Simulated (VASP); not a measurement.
ZrN, 2 atoms in the cell. Symmetry: Fm-3m, No. 225, cubic system. The conventional cell has a = 4.600 Å, b = 4.600 Å, c = 4.600 Å, α = 90.00°, β = 90.00°, γ = 90.00°. Zr (site symmetry m-3m) has 6 N at 2.30 Å within 3.0 Å. Within 3.0 Å of N (site symmetry m-3m) lie 6 Zr at 2.30 Å. 

| Property | Result |
| --- | --- |
| Program | VASP 6.6.1 |
| Task | single point |
| Functional | RPBE |
| Potentials or basis | VASP PAW PBE potentials, release 64 (Zr_sv, N) |
| Cutoff | 600 eV |
| k mesh | 10 × 10 × 10 |
| Occupations | fermi-dirac, width 0.05 eV |
| Spin | no spin polarisation |
| Dipole correction | no |
| Further INCAR settings | ALGO = Normal; EDIFF = 1e-06; NBANDS = 16 |

Potentials or basis: VASP PAW PBE potentials, release 64 (Zr_sv, N).

The run is started by

```console
$ cat potpaw_PBE.64/Zr_sv/POTCAR potpaw_PBE.64/N/POTCAR > POTCAR
$ mpirun -np 1 vasp_std > vasp.out
```

Hardware: 1 thread of AMD EPYC 9R45 96-Core Processor (Zen 5), with other jobs on the host.

**Question.** Estimate the wall time of this run.

**Answer.** It took 14 s on 1 thread of AMD EPYC 9R45 96-Core Processor (Zen 5), on a shared host, peak memory 0.14 GiB. Counts: scf iterations 13, k points 47.
